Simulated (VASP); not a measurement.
Set up this calculation in VASP 6.6.1, as the native input.

```yaml
Task: single point
Functional: PBEsol
Potentials_or_basis: VASP PAW PBE potentials, release 64 (P)
Cutoff: 520 eV
k_mesh: 8 × 8 × 8
Occupations: fermi-dirac, width 0.1 eV
Spin: no spin polarisation
Dipole_correction: no
Further_INCAR_settings: ALGO = Normal; EDIFF = 1e-07; NBANDS = 12
```

The structure of P lies in POSCAR:

```
P
1.0
    1.7257251800      0.9963479000      3.1296800100
   -1.7257251800      0.9963479000      3.1296800100
    0.0000000000     -1.9926957900      3.1296800100
P
2
Direct
    0.2270802500      0.2270802500      0.2270802500
    0.7729197500      0.7729197500      0.7729197500
```

One way to write it, as run:

INCAR

```
PREC = Accurate ; ENCUT = 520
EDIFF = 1E-7 ; ISMEAR = -1
SIGMA = 0.1 ; LREAL = F
LASPH = T ; NELM = 80
ALGO = Normal ; ISIF = 2
LWAVE = F ; LCHARG = F
GGA = PS ; NBANDS = 12
```

KPOINTS

```
Automatic mesh
0
Gamma
  8 8 8
```

Potentials or basis: VASP PAW PBE potentials, release 64 (P).

Command:

```bash
$ cat potpaw_PBE.64/P/POTCAR > POTCAR
$ mpirun -np 1 vasp_std > vasp.out
```

It gave:

```
Pressure               : -1.7 GPa
Largest force          : 0.231 eV/Å
Band gap on the k mesh : zero (band 5 reaches 9.13 eV, above the bottom of band 6 at 8.66 eV)
```

Caveat: the PAW data sets were made with another functional, which shifts forces and pressure a little.

It took 21 s on 1 thread of AMD EPYC 7R13 Processor (Zen 3), on a shared host, peak memory 0.13 GiB.
